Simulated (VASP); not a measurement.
# Be4Mo (P6mm) in VASP: a series of runs

Be4Mo is run at these levels: PBE; tasks: single point.

All numbers are computed with VASP 6.6.1; they aren't measurements. Logs are shortened: lines on timing, memory, paths and dates and some standing lists are left out, and cuts for length are marked.

**1. The cell of the first run**

It takes space group P6mm (No. 183, hexagonal). Conventional cell: a = 4.114 Å, b = 4.114 Å, c = 4.435 Å, α = 90.00°, β = 90.00°, γ = 120.00°. Within 2.7 Å of Be (site symmetry 2mm) lie 6 Be at 2.06 to 2.17 Å and 2 Mo at 2.52 Å. Be (site symmetry 6mm) has 2 Mo at 2.15 to 2.29 Å and 6 Be at 2.17 Å within 2.8 Å. Within 2.8 Å of Mo (site symmetry 6mm) lie 8 Be at 2.15 to 2.52 Å.

The cell was generated, and may not be a known phase.

**2. Single point, PBE, collinear spin**

INCAR reads:

```
SYSTEM = Be4Mo
PREC = Accurate ; ENCUT = 520
EDIFF = 1E-6 ; ISMEAR = 0
SIGMA = 0.1 ; LREAL = .False.
LASPH = .True. ; NELM = 150
ALGO = Fast ; ISIF = 2
LWAVE = .False. ; LCHARG = .False.
ISPIN = 2 ; MAGMOM = 0 0 0 0 1
LORBIT = 11 ; LMAXMIX = 4
GGA = PE ; NBANDS = 23
```

KPOINTS reads:

```
regular mesh
0
Gamma
  6 6 4
  0 0 0
```

POSCAR reads:

```
Be4Mo
1.0
    4.1144073992      0.0000000000      0.0000000000
   -2.0572036996      3.5631813292      0.0000000000
    0.0000000000      0.0000000000      4.4347609489
Be Mo
4 1
Direct
    0.5000000000      0.0000000000      0.7639756262
    0.0000000000      0.5000000000      0.7639756262
    0.5000000000      0.5000000000      0.7639756262
    0.0000000000      0.0000000000      0.9217415905
    0.0000000000      0.0000000000      0.4374884709
```

Potentials or basis: VASP PAW PBE potentials, release 64 (Be, Mo_sv).

Run with:

```bash
cat potpaw_PBE.64/Be/POTCAR potpaw_PBE.64/Mo_sv/POTCAR > POTCAR
mpirun -np 1 vasp_std > vasp.out
```

OUTCAR:

```text
SYSTEM = Be4Mo
   PREC = Accurate
   ENCUT = 520
   EDIFF = 1E-6
   ISMEAR = 0
   LREAL = .False.
   LASPH = .True.
   NELM = 150
   ISIF = 2
   ISPIN = 2
   LORBIT = 11
   GGA = PE

 ion  position               nearest neighbor table
   1  0.500  0.000  0.764-   2 2.06   3 2.06   3 2.06   2 2.06   4 2.17   4 2.17   5 2.52   5 2.52

   2  0.000  0.500  0.764-   1 2.06   1 2.06   3 2.06   3 2.06   4 2.17   4 2.17   5 2.52   5 2.52

   3  0.500  0.500  0.764-   1 2.06   1 2.06   2 2.06   2 2.06   4 2.17   4 2.17   5 2.52   5 2.52

   4  0.000  0.000  0.922-   5 2.15   3 2.17   2 2.17   2 2.17   3 2.17   1 2.17   1 2.17   5 2.29

   5  0.000  0.000  0.437-   4 2.15   4 2.29   2 2.52   3 2.52   2 2.52   3 2.52   1 2.52   1 2.52

  LATTYP: Found a hexagonal cell.
 ALAT       =     4.1144073992
 C/A-ratio  =     1.0778614072

  Lattice vectors:

 A1 = (   4.1144073992,   0.0000000000,   0.0000000000)
 A2 = (  -2.0572036996,   3.5631813292,   0.0000000000)
 A3 = (   0.0000000000,   0.0000000000,   4.4347609489)

Analysis of symmetry for initial positions (statically):
=====================================================================
 Subroutine PRICEL returns:
 Original cell was already a primitive cell.

 Routine SETGRP: Setting up the symmetry group for a
 hexagonal supercell.

 Subroutine GETGRP returns: Found 12 space group operations
 (whereof 12 operations were pure point group operations)
 out of a pool of 24 trial point group operations.

The static configuration has the point symmetry C_6v.

Analysis of symmetry for dynamics (positions and initial velocities):
=====================================================================
 Subroutine PRICEL returns:
 Original cell was already a primitive cell.

 Routine SETGRP: Setting up the symmetry group for a
 hexagonal supercell.

 Subroutine GETGRP returns: Found 12 space group operations
 (whereof 12 operations were pure point group operations)
 out of a pool of 24 trial point group operations.

The dynamic configuration has the point symmetry C_6v.

Analysis of structural, dynamic, and magnetic symmetry:
=====================================================================
 Subroutine PRICEL returns:
 Original cell was already a primitive cell.

 Routine SETGRP: Setting up the symmetry group for a
 hexagonal supercell.

 Subroutine GETGRP returns: Found 12 space group operations
 (whereof 12 operations were pure point group operations)
 out of a pool of 24 trial point group operations.

The overall configuration has the point symmetry C_6v.

 Subroutine INISYM returns: Found 12 space group operations
 (whereof 12 operations are pure point group operations),
 and found     1 'primitive' translations

----------------------------------------------------------------------------------------

                                     Primitive cell

  volume of cell :      65.0153

  direct lattice vectors                    reciprocal lattice vectors
     4.114407399  0.000000000  0.000000000     0.243048367  0.140324040  0.000000000
    -2.057203700  3.563181329  0.000000000     0.000000000  0.280648080  0.000000000
     0.000000000  0.000000000  4.434760949     0.000000000  0.000000000  0.225491297

  length of vectors
     4.114407399  4.114407399  4.434760949     0.280648080  0.280648080  0.225491297

  position of ions in fractional coordinates (direct lattice)
     0.500000000  0.000000000  0.763975626
     0.000000000  0.500000000  0.763975626
     0.500000000  0.500000000  0.763975626
     0.000000000  0.000000000  0.921741590
     0.000000000  0.000000000  0.437488471

  ion indices of the primitive-cell ions
   primitive index   ion index
                 1           1
                 2           2
                 3           3
                 4           4
                 5           5

[... 24 lines left out ...]
 Found     21 irreducible k-points:

 Following reciprocal coordinates:
            Coordinates               Weight
  0.000000  0.000000  0.000000      1.000000
  0.166667 -0.000000  0.000000      6.000000
  0.333333  0.000000  0.000000      6.000000
  0.500000 -0.000000  0.000000      3.000000
  0.166667  0.166667  0.000000      6.000000
  0.333333  0.166667  0.000000     12.000000
[... 13 lines left out ...]
  0.333333  0.166667  0.500000     12.000000
  0.333333  0.333333  0.500000      2.000000
   k-points           NKPTS =     21   k-points in BZ     NKDIM =     21   number of bands    NBANDS=     23
   number of dos      NEDOS =    301   number of ions     NIONS =      5
   total plane-waves  NPLWV =  36864
   dimension x,y,z NGX =    32 NGY =   32 NGZ =   36
   dimension x,y,z NGXF=    64 NGYF=   64 NGZF=   72
   ions per type =               4   1
   NGX,Y,Z   is equivalent  to a cutoff of  12.93, 12.93, 13.50 a.u.
   NGXF,Y,Z  is equivalent  to a cutoff of  25.86, 25.86, 26.99 a.u.
 SYSTEM =  Be4Mo
   PREC   = accura    normal or accurate (medium, high low for compatibility)
   ISTART =      0    job   : 0-new  1-cont  2-samecut
   ICHARG =      2    charge: 1-file 2-atom 10-const
   ISPIN  =      2    spin polarized calculation?
   LNONCOLLINEAR =      F non collinear calculations
   LSORBIT =      F    spin-orbit coupling
   LASPH  =      T    aspherical Exc in radial PAW
   ENCUT  =  520.0 eV  38.22 Ry    6.18 a.u.   7.65  7.65  8.25*2*pi/ulx,y,z
   NELM   =    150;   NELMIN=  2; NELMDL= -5     # of ELM steps
   EDIFF  = 0.1E-05   stopping-criterion for ELM
   LREAL  =      F    real-space projection
   EDIFFG = 0.1E-04   stopping-criterion for IOM
   NSW    =      0    number of steps for IOM
   IBRION =     -1    ionic relax: 0-MD 1-quasi-New 2-CG
   NFREE  =      0    steps in history (QN), initial steepest desc. (CG)
   ISIF   =      2    stress and relaxation
   ISYM   =      2    0-nonsym 1-usesym 2-fastsym
   POTIM  = 0.5000    time-step for ionic-motion
   TEBEG  =    0.0;   TEEND  =   0.0 temperature during run
   PSTRESS=    0.0 pullay stress
   NELECT =      22.0000    total number of electrons
   NUPDOWN=      -1.0000    fix difference up-down
   EMIN   =  10.00;   EMAX   =-10.00  energy-range for DOS
   EFERMI =   0.00;   METHOD = LEGACY
   ISMEAR =     0;   SIGMA  =   0.10  broadening in eV -4-tet -1-fermi 0-gaus
   EFERMI_NEDOS =   21; number of points for ismear=-14 and -15
   IALGO  =     68    algorithm
   IMIX   =      4    mixing-type and parameters
     AMIX     =   0.40;   BMIX     =  1.00
     AMIX_MAG =   1.60;   BMIX_MAG =  1.00
  volume/ion in A,a.u.               =      13.00        87.75
  Fermi-wavevector in a.u.,A,eV,Ry     =   1.140803  2.155805 17.707044  1.301431
  Thomas-Fermi vector in A             =   2.277504
   LORBIT       =     11    0 simple, 1 ext, 2 COOP (PROOUT), +10 PAW based schemes
   GGA     = PE    functional components
   LHFCALC =     F    Hartree Fock is set to
   AEXX    =    0.0000 exact exchange contribution
   IVDW    =     0    specifies the selected vdW correction
   LEPSILON=     F    determine dielectric tensor
   LRPA    =     F    only Hartree local field effects (RPA)
 spin polarized calculation
 RMM-DIIS sequential band-by-band and
 Gauss-broadening in eV      SIGMA  =   0.10
  energy-cutoff  :      520.00
  volume of cell :       65.02
 maximum number of plane-waves:      1782
 NGX is ok and might be reduce to    32
   NGX = 15   NGY = 15   NGZ = 17

 number of electron      22.0000001 magnetization       0.0414296

 number of electron      22.0000001 magnetization      -0.0082147

 Free energy of the ion-electron system (eV)
  ---------------------------------------------------
  ext. energy  EPLUGINS =         0.00000000
  ---------------------------------------------------
  free energy    TOTEN  =       -21.89355716 eV

  energy without entropy =      -21.86917321  energy(sigma->0) =      -21.88136518

 E-fermi :   4.8245     XC(G=0):  -9.9021

 val. band max:        4.8193361493   @ k =   0.0000   0.0000   0.0000
 cond. band min:       4.8804385948   @ k =   0.3333   0.0000   0.2500
 fundamental gap:      0.0611024455
 Fermi energy:         4.8245358286

 spin component 1

 k-point     1 :       0.0000    0.0000    0.0000
  band No.  band energies     occupation
      1     -55.7920      1.00000
      2     -29.9865      1.00000
      3     -29.8756      1.00000
      4     -29.8756      1.00000
      5      -3.3485      1.00000
      6       1.7023      1.00000
[... 535 lines left out ...]
     22      17.1503      0.00000
     23      17.9715      0.00000
 Fermi energy:         4.8245358286

 spin component 2

 k-point     1 :       0.0000    0.0000    0.0000
  band No.  band energies     occupation
      1     -55.7959      1.00000
      2     -29.9891      1.00000
      3     -29.8808      1.00000
      4     -29.8808      1.00000
      5      -3.3493      1.00000
      6       1.7000      1.00000
[... 535 lines left out ...]
     22      17.1512      0.00000
     23      17.9662      0.00000

------------------------ aborting loop because EDIFF is reached ----------------------------------------

  FORCE on cell =-STRESS in cart. coord.  units (eV):
  Direction    XX          YY          ZZ          XY          YZ          ZX
  --------------------------------------------------------------------------------------
  -------------------------------------------------------------------------------------
  Total        0.0992595      0.0992595      0.0302178      0.0000000     -0.0000000     -0.0000000
  in kB        2.4460619      2.4460619      0.7446595      0.0000000     -0.0000000     -0.0000000
  external PRESSURE =       1.8789278 kB  Pullay stress =       0.0000000 kB

 VOLUME and BASIS-vectors are now :
 -----------------------------------------------------------------------------
  energy-cutoff  :      520.00
  volume of cell :       65.02
      direct lattice vectors                 reciprocal lattice vectors
     4.114407399  0.000000000  0.000000000     0.243048367  0.140324040  0.000000000
    -2.057203700  3.563181329  0.000000000     0.000000000  0.280648080  0.000000000
     0.000000000  0.000000000  4.434760949     0.000000000  0.000000000  0.225491297

 POSITION                                       TOTAL-FORCE (eV/Angst)
 -----------------------------------------------------------------------------------
      2.05720      0.00000      3.38805         0.000000      0.000000     -0.008826
     -1.02860      1.78159      3.38805         0.000000     -0.000000     -0.008826
      1.02860      1.78159      3.38805         0.000000      0.000000     -0.008826
      0.00000      0.00000      4.08770         0.000000     -0.000000      0.023340
      0.00000      0.00000      1.94016        -0.000000      0.000000      0.003140
 -----------------------------------------------------------------------------------
    total drift:                               -0.000000     -0.000000     -0.000392

  FREE ENERGIE OF THE ION-ELECTRON SYSTEM (eV)
  ---------------------------------------------------
  free  energy   TOTEN  =       -21.8935571563 eV

  energy  without entropy=      -21.8691732075  energy(sigma->0) =      -21.88136518

 total charge

# of ion       s       p       d       tot
------------------------------------------
    1        0.467   0.734   0.000   1.201
    2        0.467   0.734   0.000   1.201
    3        0.467   0.734   0.000   1.201
    4        0.491   0.793   0.000   1.284
    5        2.287   6.086   4.019  12.392
--------------------------------------------------
tot          4.180   9.082   4.019  17.280

 magnetization (x)

# of ion       s       p       d       tot
------------------------------------------
    1       -0.000  -0.000   0.000  -0.000
    2       -0.000  -0.000   0.000  -0.000
    3       -0.000  -0.000   0.000  -0.000
    4        0.000   0.000   0.000   0.000
    5       -0.000  -0.000  -0.007  -0.007
--------------------------------------------------
tot         -0.000  -0.001  -0.007  -0.008
```

Wall time 66 s (1 thread of AMD EPYC 9R45 (Zen 5), shared host); peak memory 0.21 GiB.

What came out:

- Free energy: -21.8936 eV
- Pressure: 0.2 GPa
- Largest force: 0.023 eV/Å
- Band gap on the k mesh: zero (filled and empty bands overlap)
- Net moment: -0.01 μB per cell
- Valence electrons inside the program's atomic spheres: Be 1.20, 1.28 (each value once); Mo 12.39

Forces on the atoms (eV/Å):
```
Be   0.000  0.000 -0.009
Be   0.000  0.000 -0.009
Be   0.000  0.000 -0.009
Be   0.000  0.000  0.023
Mo   0.000  0.000  0.003
```

Stress tensor (GPa, compression positive):
```
0.24 0.00 0.00
0.00 0.24 0.00
0.00 0.00 0.07
```

**3. Single point, PBE, collinear spin**

This run uses another cell than the first one, of 13.26 Å³/atom.

INCAR reads:

```
PREC = Accurate ; ENCUT = 520
EDIFF = 1E-6 ; ISMEAR = 0
SIGMA = 0.1 ; LREAL = False
LASPH = True ; NELM = 150
ALGO = Normal ; ISIF = 2
LWAVE = False ; LCHARG = False
ISPIN = 2 ; MAGMOM = 0 0 0 0 0.91
LORBIT = 11 ; LMAXMIX = 4
GGA = PE ; NBANDS = 23
```

KPOINTS reads:

```
regular mesh
0
Gamma
  12 12 8
```

POSCAR reads:

```
Be4Mo
1.0
    4.1230881516      0.0000000000      0.0000000000
   -2.0615440758      3.5706990814      0.0000000000
    0.0000000000      0.0000000000      4.5026325344
Be Mo
4 1
Direct
    0.5000000000      0.0000000000      0.7631414232
    0.0000000000      0.5000000000      0.7631414232
    0.5000000000      0.5000000000      0.7631414232
    0.0000000000      0.0000000000      0.9219606975
    0.0000000000      0.0000000000      0.4397719730
```

Potentials or basis: VASP PAW PBE potentials, release 64 (Be, Mo_sv).

Run with:

```bash
cat potpaw_PBE.64/Be/POTCAR potpaw_PBE.64/Mo_sv/POTCAR > POTCAR
mpirun -np 1 vasp_std > vasp.out
```

Run time: 3.3 min. Hardware: 1 thread of AMD EPYC 9R45 (Zen 5), shared host; peak memory 0.33 GiB.

Results (log left out):

- Free energy: -21.8680 eV
- Pressure: -1.2 GPa
- Largest force: 0.140 eV/Å
- Band gap on the k mesh: zero (filled and empty bands overlap)
- Net moment: 0.00 μB per cell
- Valence electrons inside the program's atomic spheres: Be 1.19, 1.25 (each value once); Mo 12.36

Forces on the atoms (eV/Å):
```
Be   0.000  0.000 -0.049
Be   0.000  0.000 -0.049
Be   0.000  0.000 -0.049
Be   0.000  0.000  0.008
Mo   0.000  0.000  0.140
```

Stress tensor (GPa, compression positive):
```
-0.82  0.00  0.00
 0.00 -0.82  0.00
 0.00  0.00 -2.08
```

Levels at points of the mesh, in eV from the Fermi level:
Spin up:
| k point | band 9 | band 10 | band 11 | band 12 | band 13 | band 14 |
| --- | --- | --- | --- | --- | --- | --- |
| (0.00, 0.00, 0.00) | -1.67 | -0.92 | -0.92 | -0.09 | 1.01 | 1.01 |
| (0.50, 0.00, 0.00) | -1.42 | -0.09 | 0.23 | 0.44 | 0.77 | 1.51 |
| (0.00, 0.00, 0.50) | -2.04 | -1.57 | -0.84 | -0.84 | 3.35 | 3.35 |
| (0.50, 0.00, 0.50) | -2.28 | -1.41 | -0.43 | 0.30 | 1.03 | 1.27 |
Spin down:
```
           k point  band 8  band 9  band 10  band 11  band 12  band 13  band 14  band 15
(0.00, 0.00, 0.00)   -2.41   -1.67    -0.92    -0.92    -0.09     1.01     1.01     1.60
(0.50, 0.00, 0.00)   -2.44   -1.42    -0.09     0.23     0.44     0.77     1.51     1.76
(0.00, 0.00, 0.50)   -3.12   -2.04    -1.57    -0.84    -0.84     3.34     3.34     5.51
(0.50, 0.00, 0.50)   -2.87   -2.28    -1.41    -0.43     0.30     1.02     1.27     3.14
```

The gap in the log of VASP goes by the Fermi energy; the results here count the filled bands.